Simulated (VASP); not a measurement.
Input of a VASP 6.6.1 run:

File INCAR:

```
  PREC = Accurate
  ENCUT = 520
  EDIFF = 1E-7
  ISMEAR = 0
  SIGMA = 0.02
  LREAL = False
  LASPH = True
  NELM = 60
  ALGO = Normal
  ISIF = 2
  LWAVE = False
  LCHARG = True
  LDIPOL = True
  IDIPOL = 3
  DIPOL = 0.5 0.5 0.500
  GGA = PE
  IVDW = 12
  LELF = True
  LVHAR = True
  LVACPOTAV = True
  NBANDS = 28
```

The input KPOINTS:

```
Automatic mesh
0
Gamma
  6 6 1
```

The input POSCAR:

```
PbO
1.0
    3.7980000000      0.0000000000      0.0000000000
    0.0000000000      3.7980000000      0.0000000000
    0.0000000000      0.0000000000     30.7493267952
Pb O
2 2
Direct
    0.5000000000      0.0000000000      0.4634788752
    0.0000000000      0.5000000000      0.5365211248
    0.0000000000      0.0000000000      0.5000000000
    0.5000000000      0.5000000000      0.5000000000
```

Potentials or basis: VASP PAW PBE potentials, release 64 (Pb_d, O).

The run is started by

```sh
$ cat potpaw_PBE.64/Pb_d/POTCAR potpaw_PBE.64/O/POTCAR > POTCAR
$ mpirun -np 1 vasp_std > vasp.out
```

Task: What does it give for the dispersion energy per atom?

Result: -0.156 eV.

Task: Estimate the largest force.

Result: 3.435 eV/Å.

Task: Predict the ionisation potential of the upper face.

Result: 4.92 eV.

Forces on the atoms (eV/Å):
```
Pb   0.000  0.000 -3.435
Pb   0.000  0.000  3.435
O    0.000  0.000  0.000
O    0.000  0.000  0.000
```
